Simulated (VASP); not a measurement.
# Hf (P6_3/mmc) in VASP: notebook

Hf is run at these levels: PBE; tasks: single point.

Everything below comes from runs of VASP 6.6.1. Logs are shortened: lines on timing, memory, paths and dates and some standing lists are left out, and cuts for length are marked.

### Step 1. The cell of the first run

The structure is hexagonal, space group P6_3/mmc (No. 194). Conventional cell: a = 3.100 Å, b = 3.100 Å, c = 4.923 Å, α = 90.00°, β = 90.00°, γ = 120.00°. Within 4.0 Å of Hf (site symmetry -6m2) lie 12 Hf at 3.04 to 3.10 Å.

### Step 2. Single point, PBE

INCAR

```
ALGO = Normal ; EDIFF = 1E-6
ENCUT = 520 ; GGA = PE
ISIF = 2 ; ISMEAR = -1
LASPH = T ; LCHARG = T
LELF = T ; LREAL = F
LVHAR = T ; LWAVE = F
NBANDS = 17 ; NELM = 80
PREC = Accurate ; SIGMA = 0.08
```

KPOINTS

```
k-points
0
Gamma
  14 14 8
```

POSCAR

```
Hf
1.0
    3.1001916458      0.0000000000      0.0000000000
   -1.5500958229      2.6848447219      0.0000000000
    0.0000000000      0.0000000000      4.9233685302
Hf
2
Direct
    0.3333333333      0.6666666667      0.2500000000
    0.6666666667      0.3333333333      0.7500000000
```

Potentials or basis: VASP PAW PBE potentials, release 64 (Hf_pv).

Started as:

```bash
$ cat potpaw_PBE.64/Hf_pv/POTCAR > POTCAR
$ mpirun -np 1 vasp_std > vasp.out
```

OUTCAR:

```text
EDIFF = 1E-6
   ENCUT = 520
   GGA = PE
   ISIF = 2
   ISMEAR = -1
   LASPH = T
   LREAL = F
   NELM = 80
   PREC = Accurate

 ion  position               nearest neighbor table
   1  0.333  0.667  0.250-   2 3.04   2 3.04   2 3.04   2 3.04   2 3.04   2 3.04
   2  0.667  0.333  0.750-   1 3.04   1 3.04   1 3.04   1 3.04   1 3.04   1 3.04

  LATTYP: Found a hexagonal cell.
 ALAT       =     3.1001916458
 C/A-ratio  =     1.5880852195

  Lattice vectors:

 A1 = (   3.1001916458,   0.0000000000,   0.0000000000)
 A2 = (  -1.5500958229,   2.6848447219,   0.0000000000)
 A3 = (   0.0000000000,   0.0000000000,   4.9233685302)

Analysis of symmetry for initial positions (statically):
=====================================================================
 Subroutine PRICEL returns:
 Original cell was already a primitive cell.

 Routine SETGRP: Setting up the symmetry group for a
 hexagonal supercell.

 Subroutine GETGRP returns: Found 24 space group operations
 (whereof 12 operations were pure point group operations)
 out of a pool of 24 trial point group operations.

The static configuration has the point symmetry D_3d.
 The point group associated with its full space group is D_6h.

Analysis of symmetry for dynamics (positions and initial velocities):
=====================================================================
 Subroutine PRICEL returns:
 Original cell was already a primitive cell.

 Routine SETGRP: Setting up the symmetry group for a
 hexagonal supercell.

 Subroutine GETGRP returns: Found 24 space group operations
 (whereof 12 operations were pure point group operations)
 out of a pool of 24 trial point group operations.

The dynamic configuration has the point symmetry D_3d.
 The point group associated with its full space group is D_6h.

 Subroutine INISYM returns: Found 24 space group operations
 (whereof 12 operations are pure point group operations),
 and found     1 'primitive' translations

----------------------------------------------------------------------------------------

                                     Primitive cell

  volume of cell :      40.9798

  direct lattice vectors                    reciprocal lattice vectors
     3.100191646  0.000000000  0.000000000     0.322560704  0.186230509  0.000000000
    -1.550095823  2.684844722  0.000000000     0.000000000  0.372461019  0.000000000
     0.000000000  0.000000000  4.923368530     0.000000000  0.000000000  0.203112969

  length of vectors
     3.100191646  3.100191646  4.923368530     0.372461019  0.372461019  0.203112969

  position of ions in fractional coordinates (direct lattice)
     0.333333333  0.666666667  0.250000000
     0.666666667  0.333333333  0.750000000

  ion indices of the primitive-cell ions
   primitive index   ion index
                 1           1
                 2           2

----------------------------------------------------------------------------------------

 KPOINTS: k-points

Automatic generation of k-mesh.
 Grid dimensions read from file:
 generate k-points for:   14   14    8

 Generating k-lattice:

  Cartesian coordinates                     Fractional coordinates (reciprocal lattice)
     0.023040050  0.013302179  0.000000000     0.071428571  0.000000000  0.000000000
     0.000000000  0.026604358  0.000000000     0.000000000  0.071428571  0.000000000
     0.000000000  0.000000000  0.025389121     0.000000000  0.000000000  0.125000000

  Length of vectors
     0.026604358  0.026604358  0.025389121

  Shift w.r.t. Gamma in fractional coordinates (k-lattice)
     0.000000000  0.000000000  0.000000000

 Subroutine IBZKPT returns following result:
 ===========================================

 Found    120 irreducible k-points:

 Following reciprocal coordinates:
            Coordinates               Weight
  0.000000  0.000000  0.000000      1.000000
  0.071429 -0.000000  0.000000      6.000000
  0.142857 -0.000000  0.000000      6.000000
  0.214286 -0.000000  0.000000      6.000000
  0.285714  0.000000  0.000000      6.000000
  0.357143 -0.000000  0.000000      6.000000
[... 16 lines left out ...]
  0.285714  0.285714  0.000000      6.000000
  0.357143  0.285714  0.000000      6.000000
 [... further k-points ...]
   k-points           NKPTS =    120   k-points in BZ     NKDIM =    120   number of bands    NBANDS=     17
   number of dos      NEDOS =    301   number of ions     NIONS =      2
   total plane-waves  NPLWV =  23040
   dimension x,y,z NGX =    24 NGY =   24 NGZ =   40
   dimension x,y,z NGXF=    48 NGYF=   48 NGZF=   80
   ions per type =               2
   NGX,Y,Z   is equivalent  to a cutoff of  12.87, 12.87, 13.51 a.u.
   NGXF,Y,Z  is equivalent  to a cutoff of  25.74, 25.74, 27.01 a.u.
 SYSTEM =  unknown system
   PREC   = accura    normal or accurate (medium, high low for compatibility)
   ISTART =      0    job   : 0-new  1-cont  2-samecut
   ICHARG =      2    charge: 1-file 2-atom 10-const
   ISPIN  =      1    spin polarized calculation?
   LNONCOLLINEAR =      F non collinear calculations
   LSORBIT =      F    spin-orbit coupling
   LASPH  =      T    aspherical Exc in radial PAW
   ENCUT  =  520.0 eV  38.22 Ry    6.18 a.u.   5.76  5.76  9.15*2*pi/ulx,y,z
   NELM   =     80;   NELMIN=  2; NELMDL= -5     # of ELM steps
   EDIFF  = 0.1E-05   stopping-criterion for ELM
   LREAL  =      F    real-space projection
   EDIFFG = 0.1E-04   stopping-criterion for IOM
   NSW    =      0    number of steps for IOM
   IBRION =     -1    ionic relax: 0-MD 1-quasi-New 2-CG
   NFREE  =      0    steps in history (QN), initial steepest desc. (CG)
   ISIF   =      2    stress and relaxation
   ISYM   =      2    0-nonsym 1-usesym 2-fastsym
   POTIM  = 0.5000    time-step for ionic-motion
   TEBEG  =    0.0;   TEEND  =   0.0 temperature during run
   PSTRESS=    0.0 pullay stress
   NELECT =      20.0000    total number of electrons
   NUPDOWN=      -1.0000    fix difference up-down
   EMIN   =  10.00;   EMAX   =-10.00  energy-range for DOS
   EFERMI =   0.00;   METHOD = LEGACY
   ISMEAR =    -1;   SIGMA  =   0.08  broadening in eV -4-tet -1-fermi 0-gaus
   EFERMI_NEDOS =   21; number of points for ismear=-14 and -15
   IALGO  =     38    algorithm
   IMIX   =      4    mixing-type and parameters
     AMIX     =   0.40;   BMIX     =  1.00
     AMIX_MAG =   1.60;   BMIX_MAG =  1.00
  volume/ion in A,a.u.               =      20.49       138.27
  Fermi-wavevector in a.u.,A,eV,Ry     =   1.288926  2.435718 22.603787  1.661331
  Thomas-Fermi vector in A             =   2.420850
   LORBIT       =      0    0 simple, 1 ext, 2 COOP (PROOUT), +10 PAW based schemes
   GGA     = PE    functional components
   LHFCALC =     F    Hartree Fock is set to
   AEXX    =    0.0000 exact exchange contribution
   IVDW    =     0    specifies the selected vdW correction
   LEPSILON=     F    determine dielectric tensor
   LRPA    =     F    only Hartree local field effects (RPA)
 non-spin polarized calculation
  energy-cutoff  :      520.00
  volume of cell :       40.98
 maximum number of plane-waves:      1132
 NGX is ok and might be reduce to    24
   NGX = 11   NGY = 11   NGZ = 19

 number of electron      20.0000001 magnetization

 Free energy of the ion-electron system (eV)
  ---------------------------------------------------
  ext. energy  EPLUGINS =         0.00000000
  ---------------------------------------------------
  free energy    TOTEN  =       -19.73406950 eV

  energy without entropy =      -19.70247613  energy(sigma->0) =      -19.71827282

 E-fermi :   5.5418     XC(G=0): -11.6897

 val. band max:        5.5195296384   @ k =   0.0000   0.0000   0.3750
 cond. band min:       5.5512988715   @ k =   0.2143   0.2143   0.5000
 fundamental gap:      0.0317692331
 Fermi energy:         5.5418458802

 k-point     1 :       0.0000    0.0000    0.0000
  band No.  band energies     occupation
      1     -25.4834      2.00000
      2     -24.4968      2.00000
      3     -24.4968      2.00000
      4     -24.3337      2.00000
      5     -24.3324      2.00000
      6     -24.3324      2.00000
[... 9 lines left out ...]
     16       8.4069      0.00000
     17      11.3715      0.00000

 k-point     2 :       0.0714   -0.0000    0.0000
  band No.  band energies     occupation
      1     -25.4657      2.00000
      2     -24.5359      2.00000
      3     -24.5098      2.00000
      4     -24.3737      2.00000
      5     -24.3415      2.00000
      6     -24.3375      2.00000
[... 9 lines left out ...]
     16       8.2376      0.00000
     17      11.5136      0.00000

 k-point     3 :       0.1429   -0.0000    0.0000
  band No.  band energies     occupation
      1     -25.4146      2.00000
      2     -24.6451      2.00000
      3     -24.5450      2.00000
      4     -24.4866      2.00000
      5     -24.3652      2.00000
      6     -24.3525      2.00000
[... 9 lines left out ...]
     16       8.2758      0.00000
     17      11.8302      0.00000

 k-point     4 :       0.2143   -0.0000    0.0000
  band No.  band energies     occupation
      1     -25.3350      2.00000
      2     -24.8026      2.00000
      3     -24.6429      2.00000
      4     -24.5938      2.00000
      5     -24.4049      2.00000
      6     -24.3757      2.00000
[... 9 lines left out ...]
     16       9.0053      0.00000
     17      12.1566      0.00000

 k-point     5 :       0.2857    0.0000    0.0000
  band No.  band energies     occupation
      1     -25.2355      2.00000
      2     -24.9766      2.00000
      3     -24.8081      2.00000
      4     -24.6458      2.00000
      5     -24.4599      2.00000
      6     -24.4030      2.00000
[... 9 lines left out ...]
     16       9.9507      0.00000
     17      12.4086      0.00000

 k-point     6 :       0.3571   -0.0000    0.0000
  band No.  band energies     occupation
      1     -25.1318      2.00000
      2     -25.1287      2.00000
      3     -24.9505      2.00000
      4     -24.6912      2.00000
      5     -24.5264      2.00000
      6     -24.4285      2.00000
[... 9 lines left out ...]
     16      11.0071      0.00000
     17      12.5693      0.00000

 k-point     7 :       0.4286   -0.0000    0.0000
  band No.  band energies     occupation
      1     -25.2381      2.00000
      2     -25.0461      2.00000
      3     -25.0354      2.00000
      4     -24.7220      2.00000
      5     -24.5917      2.00000
      6     -24.4464      2.00000
[... 9 lines left out ...]
     16      12.0236      0.00000
     17      12.6531      0.00000

 k-point     8 :       0.5000   -0.0000    0.0000
  band No.  band energies     occupation
      1     -25.2757      2.00000
      2     -25.0797      2.00000
      3     -24.9939      2.00000
      4     -24.7328      2.00000
      5     -24.6231      2.00000
      6     -24.4529      2.00000
[... 9 lines left out ...]
     16      12.6786      0.00000
     17      13.2104      0.00000
[... 203 lines left out ...]
      1     -25.2326      2.00000
      2     -25.0396      2.00000
      3     -24.9531      2.00000
      4     -24.8125      2.00000
      5     -24.6547      2.00000
      6     -24.5512      2.00000
[... 9 lines left out ...]
     16      12.2554      0.00000
     17      13.2373      0.00000

 k-point    20 :       0.2143    0.2143    0.0000
  band No.  band energies     occupation
      1     -25.0982      2.00000
      2     -25.0431      2.00000
      3     -24.9987      2.00000
      4     -24.7163      2.00000
      5     -24.5519      2.00000
      6     -24.5462      2.00000
[... 9 lines left out ...]
     16      11.9627      0.00000
     17      12.0829      0.00000

 k-point    21 :       0.2857    0.2143    0.0000
  band No.  band energies     occupation
      1     -25.1304      2.00000
      2     -25.0179      2.00000
      3     -24.9986      2.00000
      4     -24.8011      2.00000
      5     -24.6182      2.00000
      6     -24.6131      2.00000
[... 9 lines left out ...]
     16      12.0301      0.00000
     17      12.9690      0.00000

 k-point    22 :       0.3571    0.2143    0.0000
  band No.  band energies     occupation
      1     -25.1794      2.00000
      2     -25.0021      2.00000
      3     -24.9189      2.00000
      4     -24.8751      2.00000
      5     -24.6825      2.00000
      6     -24.6455      2.00000
[... 9 lines left out ...]
     16      11.9985      0.00000
     17      12.8349      0.00000

 k-point    23 :       0.2857    0.2857    0.0000
  band No.  band energies     occupation
      1     -25.1388      2.00000
      2     -25.0072      2.00000
      3     -24.9048      2.00000
      4     -24.8788      2.00000
      5     -24.7016      2.00000
      6     -24.6943      2.00000
[... 9 lines left out ...]
     16      11.8981      0.00000
     17      12.7781      0.00000

 k-point    24 :       0.3571    0.2857    0.0000
  band No.  band energies     occupation
      1     -25.1405      2.00000
      2     -24.9563      2.00000
      3     -24.9494      2.00000
      4     -24.8427      2.00000
      5     -24.7500      2.00000
      6     -24.7387      2.00000
[... 9 lines left out ...]
     16      11.8503      0.00000
     17      12.0342      0.00000

 [... further k-points ...]
[... 5 lines left out ...]
  --------------------------------------------------------------------------------------
  -------------------------------------------------------------------------------------
  Total        2.9674718      2.9674718      2.9304773      0.0000000      0.0000000      0.0000000
  in kB      116.0184682    116.0184683    114.5721022      0.0000000      0.0000000      0.0000000
  external PRESSURE =     115.5363463 kB  Pullay stress =       0.0000000 kB

 VOLUME and BASIS-vectors are now :
 -----------------------------------------------------------------------------
  energy-cutoff  :      520.00
  volume of cell :       40.98
      direct lattice vectors                 reciprocal lattice vectors
     3.100191646  0.000000000  0.000000000     0.322560704  0.186230509  0.000000000
    -1.550095823  2.684844722  0.000000000     0.000000000  0.372461019  0.000000000
     0.000000000  0.000000000  4.923368530     0.000000000  0.000000000  0.203112969

 POSITION                                       TOTAL-FORCE (eV/Angst)
 -----------------------------------------------------------------------------------
     -0.00000      1.78990      1.23084         0.000000     -0.000000      0.000000
      1.55010      0.89495      3.69253        -0.000000      0.000000      0.000000
 -----------------------------------------------------------------------------------
    total drift:                                0.000000     -0.000000      0.000000

  FREE ENERGIE OF THE ION-ELECTRON SYSTEM (eV)
  ---------------------------------------------------
  free  energy   TOTEN  =       -19.7340695050 eV

  energy  without entropy=      -19.7024761297  energy(sigma->0) =      -19.71827282
```

It took 45 s on 1 thread of Intel Xeon Platinum 8375C at 2.90GHz (Ice Lake), shared host; peak memory 0.2 GiB.

What came out:

| Property | Result |
| --- | --- |
| Free energy | -19.7341 eV |
| Pressure | 11.6 GPa |
| Band gap on the k mesh | zero (band 10 reaches 6.75 eV, above the bottom of band 11 at 5.24 eV) |

Stress tensor (GPa, compression positive):
```
11.60  0.00  0.00
 0.00 11.60  0.00
 0.00  0.00 11.46
```

Caveat: spin-orbit coupling is left out, which moves the levels of the heavy elements.

### Step 3. Single point, PBE

INCAR

```
  ALGO = Normal
  EDIFF = 1E-6
  ENCUT = 520
  GGA = PE
  ISIF = 2
  ISMEAR = -1
  LASPH = T
  LCHARG = F
  LREAL = F
  LWAVE = F
  NBANDS = 17
  NELM = 80
  PREC = Accurate
  SIGMA = 0.08
```

KPOINTS is that of step 2.

POSCAR

```
Hf
1.0
    3.1004641097      0.0000000000      0.0000000000
   -1.5502320549      2.6850806825      0.0000000000
    0.0000000000      0.0000000000      4.9236685741
Hf
2
Direct
    0.3333333333      0.6666666667      0.2500000000
    0.6666666667      0.3333333333      0.7500000000
```

Potentials or basis: VASP PAW PBE potentials, release 64 (Hf_pv).

Started as:

```bash
$ cat potpaw_PBE.64/Hf_pv/POTCAR > POTCAR
$ mpirun -np 1 vasp_std > vasp.out
```

Run time: 20 s. Hardware: 1 thread of Intel Xeon 6975P-C (Granite Rapids), shared host; peak memory 0.21 GiB.

Results (log left out):

* Free energy: -19.7348 eV
* Pressure: 11.5 GPa
* Band gap on the k mesh: zero (band 10 reaches 6.75 eV, above the bottom of band 11 at 5.24 eV)

Stress tensor (GPa, compression positive):
```
11.57  0.00  0.00
 0.00 11.57  0.00
 0.00  0.00 11.42
```

Levels at points of the mesh, in eV from the Fermi level:
```tsv
k point	band 7	band 8	band 9	band 10	band 11	band 12	band 13	band 14
(0.00, 0.00, 0.00)	-7.67	-3.99	0.96	1.21	1.21	1.48	2.12	2.12
(0.50, 0.00, 0.00)	-3.49	-3.08	-2.52	-0.61	0.80	0.98	1.84	6.53
(0.00, 0.00, 0.50)	-5.54	-5.54	0.11	0.11	1.10	1.10	1.10	1.10
(0.50, 0.00, 0.50)	-3.69	-3.69	-1.16	-1.16	1.51	1.51	2.87	2.87
```

Caveat: spin-orbit coupling is left out, which moves the levels of the heavy elements.
